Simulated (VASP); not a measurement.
Os: single point with LDA

The system is Os.

```
Os
1.0
     2.71752    0.00000    0.00000
    -1.35876    2.35345    0.00000
     0.00000    0.00000    4.28446
Os
2
Direct
  0.33333 0.66667 0.25000
  0.66667 0.33333 0.75000
```

```
Program                : VASP 6.6.1
Task                   : single point
Functional             : LDA
Potentials or basis    : VASP PAW LDA potentials, release 64 (Os_sv_GW)
Cutoff                 : 500 eV
k mesh                 : 6 × 6 × 4
Occupations            : fermi-dirac, width 0.1 eV
Spin                   : no spin polarisation
Dipole correction      : no
Second run             : valence_matched
Further INCAR settings : ALGO = Normal; EDIFF = 1e-06; NBANDS = 23
```

The pressure is 0.3 GPa and the band gap on the k mesh is zero (band 16 reaches 16.03 eV, above the bottom of band 17 at 12.30 eV).

Stress tensor (GPa, compression positive):
```
 1.82  0.00  0.00
 0.00  1.82  0.00
 0.00  0.00 -2.72
```

Levels at points of the mesh, in eV from the Fermi level:
```tsv
k point	band 12	band 13	band 14	band 15	band 16	band 17	band 18	band 19	band 20	band 21
(0.00, 0.00, 0.00)	-3.48	-3.19	-2.60	-2.60	-1.94	-1.94	-0.13	1.43	1.43	9.01
(0.50, 0.00, 0.00)	-3.99	-3.20	-2.91	-2.22	1.80	2.39	2.55	4.29	5.60	9.12
(0.00, 0.00, 0.50)	-3.95	-3.68	-3.68	-3.68	-3.68	0.63	0.63	0.63	0.63	12.76
(0.50, 0.00, 0.50)	-5.80	-1.57	-1.57	-0.40	-0.40	2.15	2.15	3.13	3.13	9.03
```

Wall time 5 s on 1 thread of Intel(R) Xeon(R) 6975P-C (Granite Rapids), on a shared host, peak memory 0.13 GiB.

Caveat: the k points lie up to 0.44 Å⁻¹ apart; spin-orbit coupling is left out, which moves the levels of the heavy elements.
